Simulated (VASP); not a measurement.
BiP2, 6 atoms in the cell. The structure is tetragonal, space group P4/mbm (No. 127). Conventional cell: a = 7.047 Å, b = 7.047 Å, c = 3.091 Å, α = 90.00°, β = 90.00°, γ = 90.00°. Bi (site symmetry 4/m) has 4 P at 2.88 Å and 2 Bi at 3.09 Å within 3.8 Å. P (site symmetry m2m) has 1 P at 2.10 Å and 2 Bi at 2.88 Å within 2.9 Å. The cell was built from a structure type or drawn by symmetry, and may not be a known phase.

* Program: VASP 6.6.1
* Task: single point
* Functional: PBE
* Potentials or basis: VASP PAW PBE potentials, release 64 (Bi_d, P)
* Cutoff: 520 eV
* k mesh: 4 × 4 × 6
* Occupations: gaussian, width 0.1 eV
* Spin: no spin polarisation
* Dipole correction: no
* Further INCAR settings: ALGO = Normal; EDIFF = 1e-06; NBANDS = 34

Potentials or basis: VASP PAW PBE potentials, release 64 (Bi_d, P).

Run with:

```bash
$ cat potpaw_PBE.64/Bi_d/POTCAR potpaw_PBE.64/P/POTCAR > POTCAR
$ mpirun -np 1 vasp_std > vasp.out
```

Hardware: 1 thread of Intel(R) Xeon(R) Platinum 8259CL CPU @ 2.50GHz (Skylake/Cascade Lake) (shared host).

Q: Estimate the wall time of this run.

A: It took 93 s on 1 thread of Intel(R) Xeon(R) Platinum 8259CL CPU @ 2.50GHz (Skylake/Cascade Lake), on a shared host, peak memory 0.3 GiB. Counts: scf iterations 14, k points 24.
